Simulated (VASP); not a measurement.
**SiC (Moissanite): single point with RPBE**

SiC (Moissanite):

```
Si C
1.0
     3.10750    0.00000    0.00000
    -1.55375    2.69117    0.00000
     0.00000    0.00000    5.09929
Si C
2 2
Direct
  0.66667 0.33333 0.50456
  0.33333 0.66667 0.00456
  0.66667 0.33333 0.88044
  0.33333 0.66667 0.38044
```

```json
{
 "Program": "VASP 6.6.1",
 "Task": "single point",
 "Functional": "RPBE",
 "Potentials or basis": "VASP PAW PBE potentials, release 64 (Si, C)",
 "Cutoff": "520 eV",
 "k mesh": "10 × 10 × 5",
 "Occupations": "fermi-dirac, width 0.05 eV",
 "Spin": "no spin polarisation"
}
```

| Item | Value |
| --- | --- |
| Pressure | -0.5 GPa |
| Band gap on the k mesh | 2.52 eV, indirect (least direct gap 3.95 eV) |

Levels at points of the mesh, in eV from the valence-band top:
| k point | band 6 | band 7 | band 8 | band 9 | band 10 | band 11 |
| --- | --- | --- | --- | --- | --- | --- |
| (0.00, 0.00, 0.00) | -0.11 | 0.00 | 0.00 | 4.59 | 5.91 | 6.53 |
| (0.50, 0.00, 0.00) | -3.25 | -3.18 | -1.18 | 2.77 | 4.22 | 6.69 |

Wall time 23 s on 1 thread of Intel Xeon 6975P-C, on a shared host, peak memory 0.16 GiB.

Caveat: the PAW data sets were made with another functional, which shifts forces and pressure a little. A k mesh can miss the band edges.
